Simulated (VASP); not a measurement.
Runs of VASP 6.6.1 on CsTl. The structure is that of space group Pm-3m (No. 221), or close to it. The cells are those of the table. The cell was generated, and may not be a known phase.

```csv
cell,k mesh,gap on the mesh (eV),pressure (GPa)
"a = 4.523 Å, 2 atoms",4 × 4 × 4,none,0.9
"a = 4.469 Å, 2 atoms",12 × 12 × 12,none,1.2
"a = 4.568 Å, 2 atoms",12 × 12 × 12,none,0.5
"a = 4.616 Å, 2 atoms",12 × 12 × 12,none,0.2
"a = 4.814 Å, 2 atoms",12 × 12 × 12,none,-0.6
"a = 4.664 Å, 2 atoms",12 × 12 × 12,none,(a)
"a = 4.519 Å, 2 atoms",12 × 12 × 12,none,0.8
"a = 4.755 Å, 2 atoms",12 × 12 × 12,none,(b)
```

Alike in all rows: task single point; level PBE; potentials or basis VASP PAW PBE potentials, release 64 (Cs_sv, Tl_d); no spin polarisation; cutoff (eV) 520; smearing gaussian 0.1 eV.

Task: Estimate the missing entries.

Result: (a) 0.0; (b) -0.4.

Caveats: spin-orbit coupling is left out, which moves the levels of the heavy elements.

A k mesh can miss the band edges, and the runs leave out spin-orbit coupling on Cs, Tl.

A gap of «none» marks levels without a gap at the run's occupations.
